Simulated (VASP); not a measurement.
Set up this calculation in VASP 6.6.1, as the native input.

- Task: single point
- Functional: PBE
- Dispersion: D3(BJ)
- Potentials or basis: VASP PAW PBE potentials, release 64 (B, N)
- Cutoff: 520 eV
- k mesh: 6 × 6 × 6
- Occupations: gaussian, width 0.05 eV
- Spin: no spin polarisation
- Dipole correction: no
- Further INCAR settings: ALGO = Normal; EDIFF = 1e-06; NBANDS = 26

The structure of BN lies in POSCAR:

```
BN
1.0
    0.0000000000      0.0000000000      4.3376638211
    2.5076849351      3.3394821895      2.1688319106
   -2.5076849351      3.3394821895      2.1688319106
B N
4 4
Direct
    0.5001068737      0.7500000000      0.2500000000
    0.5001068737      0.2500000000      0.7500000000
    0.0001068737      0.5000000000      0.5000000000
    0.0001068737      1.0000000000      0.0000000000
    0.1736546935      0.7335345257      0.2523423200
    0.1665931163      0.2500000000      0.7500000000
    0.6665931163      0.5000000000      0.5000000000
    0.6665931163      0.0000000000      0.0000000000
```

This cell differs from its parent crystal: atom 5 (N) moved -0.067 Å along Cartesian [1 1 0].

The input as run:

INCAR

```
SYSTEM = BN
PREC = Accurate
ENCUT = 520
EDIFF = 1E-6
ISMEAR = 0
SIGMA = 0.05
LREAL = .FALSE.
LASPH = .TRUE.
NELM = 100
ALGO = Normal
ISIF = 2
LWAVE = .FALSE.
LCHARG = .TRUE.
GGA = PE
IVDW = 12
LELF = .TRUE.
LVHAR = .TRUE.
NBANDS = 26
```

KPOINTS

```
regular mesh
0
G
  6 6 6
  0 0 0
```

Potentials or basis: VASP PAW PBE potentials, release 64 (B, N).

Command:

```sh
$ cat potpaw_PBE.64/B/POTCAR potpaw_PBE.64/N/POTCAR > POTCAR
$ mpirun -np 1 vasp_std > vasp.out
```

It gave:

```json
{
 "Pressure": "0.2 GPa",
 "Largest force": "2.562 eV/Å",
 "Band gap on the k mesh": "3.61 eV",
 "Dispersion energy per atom": "-0.140 eV"
}
```

Caveat: the cell differs from its parent crystal (atom 5 (N) moved -0.067 Å along Cartesian [1 1 0]); forces of over 1 eV/Å act on the atoms, so gaps and moduli don't describe the material at rest.

Wall time 5.2 min on 1 thread of Intel Xeon 8259CL, with other jobs on the host, peak memory 0.3 GiB.
